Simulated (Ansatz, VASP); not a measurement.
**One calculation of In, two programs**

```
CELL_PARAMETERS angstrom
3.33548 0.00000 0.00000
-1.66774 2.88861 0.00000
0.00000 0.00000 5.50914
ATOMIC_POSITIONS crystal
In 0.33333 0.66667 0.25000
In 0.66667 0.33333 0.75000
```

Alike in both runs: task single point; functional LDA; k mesh 6 × 6 × 4; occupations gaussian, width 0.1 eV; no spin polarisation.

|  | VASP | Ansatz |
| --- | --- | --- |
| version | VASP 6.6.1 | Ansatz 0.2.0 |
| potentials or method | VASP PAW LDA potentials, release 64 (In_d), cutoff 520 eV | scalar-relativistic, plane waves, PAW |
| valence electrons in the cell | 26 | 26 |

VASP gave:

- gap on the k mesh at the Fermi level (eV): none
- pressure (GPa): -3.3
- traceless stress, the component that is largest in VASP (GPa): 0.40

**Question.** What did Ansatz give for the same quantities?

**Answer.** gap on the k mesh at the Fermi level (eV): none; pressure (GPa): -3.3; traceless stress, the component that is largest in VASP (GPa): 0.39.

LDA's correlation is that of Perdew and Zunger in VASP and of Perdew and Wang (1992) in Ansatz. A gap of «none» marks a metal or a gap that the smearing closes.

The k mesh is coarse, so the values compare programs but aren't converged.
